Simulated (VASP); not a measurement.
# LiCl (Fm-3m) in VASP: notebook

Runs on LiCl. Level: PBE. Tasks: single point.

Everything below comes from runs of VASP 6.6.1. Logs are shortened: lines on timing, memory, paths and dates and some standing lists are left out, and cuts for length are marked.

## Step 1: The cell of the first run

Symmetry: Fm-3m, No. 225, cubic system. The conventional cell has a = 5.151 Å, b = 5.151 Å, c = 5.151 Å, α = 90.00°, β = 90.00°, γ = 90.00°. Li (site symmetry m-3m) has 6 Cl at 2.58 Å within 3.4 Å. Within 3.4 Å of Cl (site symmetry m-3m) lie 6 Li at 2.58 Å.

## Step 2: Single point, PBE

Input file INCAR:

```
SYSTEM = LiCl
ALGO = Normal
EDIFF = 1E-7
ENCUT = 520
GGA = PE
ISIF = 2
ISMEAR = 0
LASPH = .True.
LCHARG = .False.
LREAL = .False.
LWAVE = .False.
NBANDS = 12
NELM = 100
PREC = Accurate
SIGMA = 0.1
```

Input file KPOINTS:

```
k-points
0
Gamma
  6 6 6
  0 0 0
```

Input file POSCAR:

```
LiCl
1.0
    0.0000000000      2.5754113221      2.5754113221
    2.5754113221      0.0000000000      2.5754113221
    2.5754113221      2.5754113221      0.0000000000
Li Cl
1 1
Direct
    0.5000000000      0.5000000000      0.5000000000
    0.0000000000      0.0000000000      0.0000000000
```

Potentials or basis: VASP PAW PBE potentials, release 64 (Li_sv, Cl).

Run with:

```
> cat potpaw_PBE.64/Li_sv/POTCAR potpaw_PBE.64/Cl/POTCAR > POTCAR
> mpirun -np 1 vasp_std > vasp.out
```

OUTCAR:

```text
SYSTEM = LiCl
   EDIFF = 1E-7
   ENCUT = 520
   GGA = PE
   ISIF = 2
   ISMEAR = 0
   LASPH = .True.
   LREAL = .False.
   NELM = 100
   PREC = Accurate

 ion  position               nearest neighbor table
   1  0.500  0.500  0.500-   2 2.58   2 2.58   2 2.58   2 2.58   2 2.58   2 2.58
   2  0.000  0.000  0.000-   1 2.58   1 2.58   1 2.58   1 2.58   1 2.58   1 2.58

  LATTYP: Found a face centered cubic cell.
 ALAT       =     5.1508226442

  Lattice vectors:

 A1 = (   0.0000000000,   2.5754113221,   2.5754113221)
 A2 = (   2.5754113221,   0.0000000000,   2.5754113221)
 A3 = (   2.5754113221,   2.5754113221,   0.0000000000)

Analysis of symmetry for initial positions (statically):
=====================================================================
 Subroutine PRICEL returns:
 Original cell was already a primitive cell.

 Routine SETGRP: Setting up the symmetry group for a
 face centered cubic supercell.

 Subroutine GETGRP returns: Found 48 space group operations
 (whereof 48 operations were pure point group operations)
 out of a pool of 48 trial point group operations.

The static configuration has the point symmetry O_h .

Analysis of symmetry for dynamics (positions and initial velocities):
=====================================================================
 Subroutine PRICEL returns:
 Original cell was already a primitive cell.

 Routine SETGRP: Setting up the symmetry group for a
 face centered cubic supercell.

 Subroutine GETGRP returns: Found 48 space group operations
 (whereof 48 operations were pure point group operations)
 out of a pool of 48 trial point group operations.

The dynamic configuration has the point symmetry O_h .

 Subroutine INISYM returns: Found 48 space group operations
 (whereof 48 operations are pure point group operations),
 and found     1 'primitive' translations

----------------------------------------------------------------------------------------

                                     Primitive cell

  volume of cell :      34.1641

  direct lattice vectors                    reciprocal lattice vectors
     0.000000000  2.575411322  2.575411322    -0.194143745  0.194143745  0.194143745
     2.575411322  0.000000000  2.575411322     0.194143745 -0.194143745  0.194143745
     2.575411322  2.575411322  0.000000000     0.194143745  0.194143745 -0.194143745

  length of vectors
     3.642181620  3.642181620  3.642181620     0.336266831  0.336266831  0.336266831

  position of ions in fractional coordinates (direct lattice)
     0.500000000  0.500000000  0.500000000
     0.000000000  0.000000000  0.000000000

  ion indices of the primitive-cell ions
   primitive index   ion index
                 1           1
                 2           2

----------------------------------------------------------------------------------------

 KPOINTS: k-points

Automatic generation of k-mesh.
 Grid dimensions read from file:
 generate k-points for:    6    6    6

 Generating k-lattice:

  Cartesian coordinates                     Fractional coordinates (reciprocal lattice)
    -0.032357291  0.032357291  0.032357291     0.166666667  0.000000000  0.000000000
     0.032357291 -0.032357291  0.032357291     0.000000000  0.166666667  0.000000000
     0.032357291  0.032357291 -0.032357291     0.000000000  0.000000000  0.166666667

  Length of vectors
     0.056044472  0.056044472  0.056044472

  Shift w.r.t. Gamma in fractional coordinates (k-lattice)
     0.000000000  0.000000000  0.000000000

 Subroutine IBZKPT returns following result:
 ===========================================

 Found     16 irreducible k-points:

 Following reciprocal coordinates:
            Coordinates               Weight
  0.000000  0.000000  0.000000      1.000000
  0.166667  0.000000  0.000000      8.000000
  0.333333  0.000000  0.000000      8.000000
  0.500000  0.000000  0.000000      4.000000
  0.166667  0.166667  0.000000      6.000000
  0.333333  0.166667  0.000000     24.000000
[... 8 lines left out ...]
 -0.333333  0.333333  0.166667     24.000000
 -0.333333  0.500000  0.166667     12.000000
   k-points           NKPTS =     16   k-points in BZ     NKDIM =     16   number of bands    NBANDS=     12
   number of dos      NEDOS =    301   number of ions     NIONS =      2
   total plane-waves  NPLWV =  21952
   dimension x,y,z NGX =    28 NGY =   28 NGZ =   28
   dimension x,y,z NGXF=    56 NGYF=   56 NGZF=   56
   ions per type =               1   1
   NGX,Y,Z   is equivalent  to a cutoff of  12.78, 12.78, 12.78 a.u.
   NGXF,Y,Z  is equivalent  to a cutoff of  25.56, 25.56, 25.56 a.u.
 SYSTEM =  LiCl
   PREC   = accura    normal or accurate (medium, high low for compatibility)
   ISTART =      0    job   : 0-new  1-cont  2-samecut
   ICHARG =      2    charge: 1-file 2-atom 10-const
   ISPIN  =      1    spin polarized calculation?
   LNONCOLLINEAR =      F non collinear calculations
   LSORBIT =      F    spin-orbit coupling
   LASPH  =      T    aspherical Exc in radial PAW
   ENCUT  =  520.0 eV  38.22 Ry    6.18 a.u.   6.77  6.77  6.77*2*pi/ulx,y,z
   NELM   =    100;   NELMIN=  2; NELMDL= -5     # of ELM steps
   EDIFF  = 0.1E-06   stopping-criterion for ELM
   LREAL  =      F    real-space projection
   EDIFFG = 0.1E-05   stopping-criterion for IOM
   NSW    =      0    number of steps for IOM
   IBRION =     -1    ionic relax: 0-MD 1-quasi-New 2-CG
   NFREE  =      0    steps in history (QN), initial steepest desc. (CG)
   ISIF   =      2    stress and relaxation
   ISYM   =      2    0-nonsym 1-usesym 2-fastsym
   POTIM  = 0.5000    time-step for ionic-motion
   TEBEG  =    0.0;   TEEND  =   0.0 temperature during run
   PSTRESS=    0.0 pullay stress
   NELECT =      10.0000    total number of electrons
   NUPDOWN=      -1.0000    fix difference up-down
   EMIN   =  10.00;   EMAX   =-10.00  energy-range for DOS
   EFERMI =   0.00;   METHOD = LEGACY
   ISMEAR =     0;   SIGMA  =   0.10  broadening in eV -4-tet -1-fermi 0-gaus
   EFERMI_NEDOS =   21; number of points for ismear=-14 and -15
   IALGO  =     38    algorithm
   IMIX   =      4    mixing-type and parameters
     AMIX     =   0.40;   BMIX     =  1.00
     AMIX_MAG =   1.60;   BMIX_MAG =  1.00
  volume/ion in A,a.u.               =      17.08       115.28
  Fermi-wavevector in a.u.,A,eV,Ry     =   1.086972  2.054079 16.075385  1.181507
  Thomas-Fermi vector in A             =   2.223121
   LORBIT       =      0    0 simple, 1 ext, 2 COOP (PROOUT), +10 PAW based schemes
   GGA     = PE    functional components
   LHFCALC =     F    Hartree Fock is set to
   AEXX    =    0.0000 exact exchange contribution
   IVDW    =     0    specifies the selected vdW correction
   LEPSILON=     F    determine dielectric tensor
   LRPA    =     F    only Hartree local field effects (RPA)
 non-spin polarized calculation
 Gauss-broadening in eV      SIGMA  =   0.10
  energy-cutoff  :      520.00
  volume of cell :       34.16
 maximum number of plane-waves:       941
   NGX = 13   NGY = 13   NGZ = 13

 number of electron      10.0000009 magnetization

 Free energy of the ion-electron system (eV)
  ---------------------------------------------------
  ext. energy  EPLUGINS =         0.00000000
  ---------------------------------------------------
  free energy    TOTEN  =        -7.38614090 eV

  energy without entropy =       -7.38614090  energy(sigma->0) =       -7.38614090

 E-fermi :   0.9026     XC(G=0):  -8.6772

 val. band max:        0.4873022967   @ k =   0.0000   0.0000   0.0000
 cond. band min:       6.7564580103   @ k =   0.0000   0.0000   0.0000
 fundamental gap:      6.2691557136
 Fermi energy:         0.9025700863

 k-point     1 :       0.0000    0.0000    0.0000
  band No.  band energies     occupation
      1     -43.0577      2.00000
      2     -12.8661      2.00000
      3       0.4873      2.00000
      4       0.4873      2.00000
      5       0.4873      2.00000
      6       6.7565      0.00000
      7      12.4148      0.00000
      8      12.4148      0.00000
      9      12.4148      0.00000
     10      14.9404      0.00000
     11      14.9404      0.00000
     12      14.9404      0.00000

 k-point     2 :       0.1667    0.0000    0.0000
  band No.  band energies     occupation
      1     -43.0570      2.00000
      2     -12.7393      2.00000
      3      -0.3568      2.00000
      4       0.4197      2.00000
      5       0.4197      2.00000
      6       7.4463      0.00000
      7      11.3776      0.00000
      8      11.9694      0.00000
      9      11.9694      0.00000
     10      13.6544      0.00000
     11      13.6544      0.00000
     12      15.5866      0.00000

 k-point     3 :       0.3333    0.0000    0.0000
  band No.  band energies     occupation
      1     -43.0558      2.00000
      2     -12.4640      2.00000
      3      -1.6936      2.00000
      4       0.2947      2.00000
      5       0.2947      2.00000
      6       7.5248      0.00000
      7      10.5175      0.00000
      8      10.5175      0.00000
      9      12.1187      0.00000
     10      15.5298      0.00000
     11      15.5298      0.00000
     12      16.3910      0.00000
[... 166 lines left out ...]
 k-point    15 :      -0.3333    0.3333    0.1667
  band No.  band energies     occupation
      1     -43.0546      2.00000
      2     -12.1447      2.00000
      3      -1.8307      2.00000
      4      -1.2068      2.00000
      5      -0.2802      2.00000
      6       9.3723      0.00000
      7       9.8111      0.00000
      8      11.3963      0.00000
      9      11.5794      0.00000
     10      15.6342      0.00000
     11      16.4323      0.00000
     12      18.8452      0.00000

 k-point    16 :      -0.3333    0.5000    0.1667
  band No.  band energies     occupation
      1     -43.0543      2.00000
      2     -12.0833      2.00000
      3      -1.9894      2.00000
      4      -1.1300      2.00000
      5      -0.5605      2.00000
      6       9.1926      0.00000
      7       9.8822      0.00000
      8      11.7771      0.00000
      9      11.8497      0.00000
     10      15.3263      0.00000
     11      17.6267      0.00000
     12      19.0688      0.00000

------------------------ aborting loop because EDIFF is reached ----------------------------------------

  FORCE on cell =-STRESS in cart. coord.  units (eV):
  Direction    XX          YY          ZZ          XY          YZ          ZX
  --------------------------------------------------------------------------------------
  -------------------------------------------------------------------------------------
  Total       -0.0238131     -0.0238131     -0.0238131     -0.0000000      0.0000000      0.0000000
  in kB       -1.1167526     -1.1167526     -1.1167526     -0.0000000      0.0000000      0.0000000
  external PRESSURE =      -1.1167526 kB  Pullay stress =       0.0000000 kB

 VOLUME and BASIS-vectors are now :
 -----------------------------------------------------------------------------
  energy-cutoff  :      520.00
  volume of cell :       34.16
      direct lattice vectors                 reciprocal lattice vectors
     0.000000000  2.575411322  2.575411322    -0.194143745  0.194143745  0.194143745
     2.575411322  0.000000000  2.575411322     0.194143745 -0.194143745  0.194143745
     2.575411322  2.575411322  0.000000000     0.194143745  0.194143745 -0.194143745

 POSITION                                       TOTAL-FORCE (eV/Angst)
 -----------------------------------------------------------------------------------
      2.57541      2.57541      2.57541        -0.000000     -0.000000     -0.000000
      0.00000      0.00000      0.00000         0.000000      0.000000      0.000000
 -----------------------------------------------------------------------------------
    total drift:                                0.000000      0.000000      0.000000

  FREE ENERGIE OF THE ION-ELECTRON SYSTEM (eV)
  ---------------------------------------------------
  free  energy   TOTEN  =        -7.3861408955 eV

  energy  without entropy=       -7.3861408955  energy(sigma->0) =       -7.38614090
```

Wall time 7.5 s (1 thread of Intel Xeon 6975P-C (Granite Rapids), shared host); peak memory 0.14 GiB.

Results:

| Quantity | Value |
| --- | --- |
| Free energy | -7.3861 eV |
| Band gap on the k mesh | 6.27 eV, direct |

Caveat: the cutoff is under 1.25 times the usual one of these potentials, so pressure, stress and relaxed cells hold a basis-set (Pulay) error.

## Step 3: Single point, PBE (volume scaled by 0.91)

Input file INCAR:

```
  PREC = Accurate
  ENCUT = 520
  EDIFF = 1E-6
  ISMEAR = 0
  SIGMA = 0.02
  LREAL = False
  LASPH = True
  NELM = 60
  ALGO = Normal
  ISIF = 2
  LWAVE = False
  LCHARG = False
  GGA = PE
  NBANDS = 12
```

Input file KPOINTS:

```
Automatic mesh
0
Gamma
  8 8 8
```

Input file POSCAR:

```
LiCl
1.0
    0.0000000000      2.4957077715      2.4957077715
    2.4957077715      0.0000000000      2.4957077715
    2.4957077715      2.4957077715      0.0000000000
Li Cl
1 1
Direct
    0.5000000000      0.5000000000      0.5000000000
    0.0000000000      0.0000000000      0.0000000000
```

Potentials or basis: VASP PAW PBE potentials, release 64 (Li_sv, Cl).

Run with:

```
> cat potpaw_PBE.64/Li_sv/POTCAR potpaw_PBE.64/Cl/POTCAR > POTCAR
> mpirun -np 1 vasp_std > vasp.out
```

Run time: 11 s. Hardware: 1 thread of Intel Xeon 6975P-C (Granite Rapids), shared host; peak memory 0.15 GiB.

It converged, with:

| Item | Value |
| --- | --- |
| Free energy | -7.3544 eV |
| Band gap on the k mesh | 6.84 eV, indirect (the least direct gap lies 0.5 meV higher) |

Levels at points of the mesh, in eV from the valence-band top:
| k point | band 1 | band 2 | band 3 | band 4 | band 5 | band 6 | band 7 | band 8 | band 9 | band 10 |
| --- | --- | --- | --- | --- | --- | --- | --- | --- | --- | --- |
| (0.00, 0.00, 0.00) | -43.40 | -13.70 | 0.00 | 0.00 | 0.00 | 6.84 | 12.00 | 12.00 | 12.00 | 14.85 |
| (0.50, 0.00, 0.00) | -43.39 | -13.02 | -3.16 | -0.29 | -0.29 | 6.84 | 9.53 | 9.53 | 13.85 | 17.48 |
| (0.50, 0.50, 0.00) | -43.39 | -12.71 | -3.29 | -1.26 | -1.26 | 8.07 | 8.16 | 13.16 | 14.76 | 14.76 |

Caveat: the cutoff is under 1.25 times the usual one of these potentials, so pressure, stress and relaxed cells hold a basis-set (Pulay) error. A k mesh can miss the band edges.

## Step 4: Single point, PBE (volume scaled by 0.88)

Input file INCAR:

```
SYSTEM = LiCl
PREC     = Accurate       ! precision mode
ENCUT    = 520            ! plane-wave cutoff, eV
EDIFF    = 1E-6           ! SCF threshold, eV
ISMEAR   = 0              ! smearing method
SIGMA    = 0.02           ! smearing width, eV
LREAL    = .FALSE.        ! projectors in reciprocal space
LASPH    = .TRUE.         ! aspherical terms in the spheres
NELM     = 60             ! most SCF steps
ALGO     = Normal         ! electronic algorithm
ISIF     = 2              ! what is computed and relaxed
LWAVE    = .FALSE.        ! write WAVECAR
LCHARG   = .FALSE.        ! write CHGCAR
GGA      = PE             ! functional
NBANDS   = 12             ! bands
```

Input file KPOINTS:

```
regular mesh
0
G
  8 8 8
  0 0 0
```

Input file POSCAR:

```
LiCl
1.0
    0.0000000000      2.4679753898      2.4679753898
    2.4679753898      0.0000000000      2.4679753898
    2.4679753898      2.4679753898      0.0000000000
Li Cl
1 1
Direct
    0.5000000000      0.5000000000      0.5000000000
    0.0000000000      0.0000000000      0.0000000000
```

Run with:

```
> cat potpaw_PBE.64/Li_sv/POTCAR potpaw_PBE.64/Cl/POTCAR > POTCAR
> mpirun -np 1 vasp_std > vasp.out
```

Wall time 11 s (1 thread of Intel Xeon 6975P-C (Granite Rapids), shared host); peak memory 0.15 GiB.

Results (log left out):

```yaml
Free_energy: -7.3259 eV
Band_gap_on_the_k_mesh: 6.87 eV, indirect (least direct gap 7.06 eV)
```

Levels at points of the mesh, in eV from the valence-band top:
| k point | band 2 | band 3 | band 4 | band 5 | band 6 | band 7 | band 8 | band 9 |
| --- | --- | --- | --- | --- | --- | --- | --- | --- |
| (0.00, 0.00, 0.00) | -13.84 | 0.00 | 0.00 | 0.00 | 7.06 | 12.01 | 12.01 | 12.01 |
| (0.50, 0.00, 0.00) | -13.10 | -3.31 | -0.31 | -0.31 | 6.87 | 9.53 | 9.53 | 14.23 |
| (0.50, 0.50, 0.00) | -12.77 | -3.46 | -1.33 | -1.33 | 8.09 | 8.14 | 13.48 | 15.03 |

Caveat: the cutoff is under 1.25 times the usual one of these potentials, so pressure, stress and relaxed cells hold a basis-set (Pulay) error. A k mesh can miss the band edges.

[end of part 1 of 2]
